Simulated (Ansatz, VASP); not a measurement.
# One calculation of LiH, two programs

File INCAR:

```
SYSTEM = LiH
PREC     = Accurate       ! precision mode
ENCUT    = 520            ! plane-wave cutoff, eV
EDIFF    = 1E-6           ! SCF threshold, eV
ISMEAR   = 0              ! smearing method
SIGMA    = 0.01           ! smearing width, eV
LREAL    = Auto         
LASPH    = .True.         ! aspherical terms in the spheres
NELM     = 100            ! most SCF steps
ALGO     = Normal         ! electronic algorithm
ISIF     = 2              ! what is computed and relaxed
LWAVE    = .False.        ! write WAVECAR
LCHARG   = .False.        ! write CHGCAR
GGA      = PE             ! functional
NBANDS   = 30             ! bands
```

KPOINTS

```
regular mesh
0
Gamma
  5 5 5
  0 0 0
```

The input POSCAR:

```
LiH
1.0
    0.0000000000      4.0071000521     -4.0071000521
    4.0071000521      4.0071000521      0.0000000000
    4.0071000521      0.0000000000     -4.0071000521
Li H
8 8
Direct
    0.5000000000      0.5000000000      0.0000000000
    0.5000000000      0.0000000000      0.0000000000
    1.0000000000      0.5000000000      0.0000000000
    1.0000000000      0.0000000000      0.0000000000
    0.5000000000      0.5000000000      0.5000000000
    0.5000000000      0.0000000000      0.5000000000
    1.0000000000      0.5000000000      0.5000000000
    1.0000000000      0.0000000000      0.5000000000
    0.2500000000      0.7500000000      0.2500000000
    0.2500000000      0.2500000000      0.2500000000
    0.7500000000      0.7500000000      0.2500000000
    0.7500000000      0.2500000000      0.2500000000
    0.2500000000      0.7500000000      0.7500000000
    0.2500000000      0.2500000000      0.7500000000
    0.7500000000      0.7500000000      0.7500000000
    0.7500000000      0.2500000000      0.7500000000
```

Input for Ansatz:

```yaml
crystal:
  lattice:
    - [0.0, 4.0071000521, -4.0071000521]
    - [4.0071000521, 4.0071000521, 0.0]
    - [4.0071000521, 0.0, -4.0071000521]
  atoms:
    - { symbol: Li, position: [0.5, 0.5, 0.0] }
    - { symbol: Li, position: [0.5, 0.0, 0.0] }
    - { symbol: Li, position: [1.0, 0.5, 0.0] }
    - { symbol: Li, position: [1.0, 0.0, 0.0] }
    - { symbol: Li, position: [0.5, 0.5, 0.5] }
    - { symbol: Li, position: [0.5, 0.0, 0.5] }
    - { symbol: Li, position: [1.0, 0.5, 0.5] }
    - { symbol: Li, position: [1.0, 0.0, 0.5] }
    - { symbol: H, position: [0.25, 0.75, 0.25] }
    - { symbol: H, position: [0.25, 0.25, 0.25] }
    - { symbol: H, position: [0.75, 0.75, 0.25] }
    - { symbol: H, position: [0.75, 0.25, 0.25] }
    - { symbol: H, position: [0.25, 0.75, 0.75] }
    - { symbol: H, position: [0.25, 0.25, 0.75] }
    - { symbol: H, position: [0.75, 0.75, 0.75] }
    - { symbol: H, position: [0.75, 0.25, 0.75] }
basis:
  ecutwfc: 420
  xc_grid: 2
kpoints:
  mp_grid: { grid: [5, 5, 5], shift: [0.0, 0.0, 0.0] }
hamiltonian:
  xc: pbe
scf:
  occupations: { method: gaussian, width: 0.01 }
output:
  forces: true
  stress: true
  eigenvalues: true
  write_density: true
  write_potential: true
  elf: true
  volumetric_format: npy
```

Alike in both runs: task single point; functional PBE; k mesh 5 × 5 × 5; occupations gaussian, width 0.01 eV; no spin polarisation.

|  | VASP | Ansatz |
| --- | --- | --- |
| version | VASP 6.6.1 | Ansatz 0.2.0 |
| potentials or method | VASP PAW PBE potentials, release 64 (Li_sv, H), cutoff 520 eV | scalar-relativistic, plane waves, PAW |
| valence electrons in the cell | 32 | 32 |

```csv
,VASP,Ansatz,Ansatz less VASP
gap on the k mesh at the Fermi level (eV),2.98,2.98,+0.006
least direct gap on the mesh (eV),2.98,2.98,+0.006
```

With one functional, cell and mesh, what is left measures potentials, basis and numerics.

Noted on VASP's run: the cutoff is under 1.25 times that of the potentials, so the pressure is a little rough.
